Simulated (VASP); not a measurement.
Crystal: TaN.

```
Ta N
1.0
     0.00000    2.17900    2.17900
     2.17900    0.00000    2.17900
     2.17900    2.17900    0.00000
Ta N
1 1
Direct
  0.50000 0.50000 0.50000
  0.00000 0.00000 0.00000
```

| Quantity | Value |
| --- | --- |
| Program | VASP 6.6.1 |
| Task | relaxation of cell and atoms |
| Functional | RPBE |
| Potentials or basis | VASP PAW PBE potentials, release 64 (Ta_pv, N) |
| Cutoff | 600 eV |
| k mesh | 11 × 11 × 11 |
| Occupations | fermi-dirac, width 0.05 eV |
| Spin | no spin polarisation |

At the start: pressure 20.4 GPa; volume 10.35 Å³/atom.

Task: Where does the relaxation end?

Result: Over 4 steps the energy falls by 36.6 meV/atom and the volume is 10.95 Å³/atom (+5.9 %); space group Fm-3m (No. 225, to 0.05 Å).

Step by step:
```tsv
step	energy change (eV)	largest force (eV/Å)	pressure (GPa)	volume (Å³)
1	0.0000	0.0000	20.40	20.69
2	0.2438	0.0000	-30.20	24.89
3	-0.0731	0.0000	-0.81	21.96
4	-0.0732	0.0000	-0.06	21.91
```

Final structure:
```
CELL_PARAMETERS angstrom
0.00000 2.22093 2.22093
2.22093 0.00000 2.22093
2.22093 2.22093 0.00000
ATOMIC_POSITIONS crystal
Ta 0.50000 0.50000 0.50000
N 0.00000 0.00000 0.00000
```

Caveat: the PAW data sets were made with another functional, which shifts forces and pressure a little.
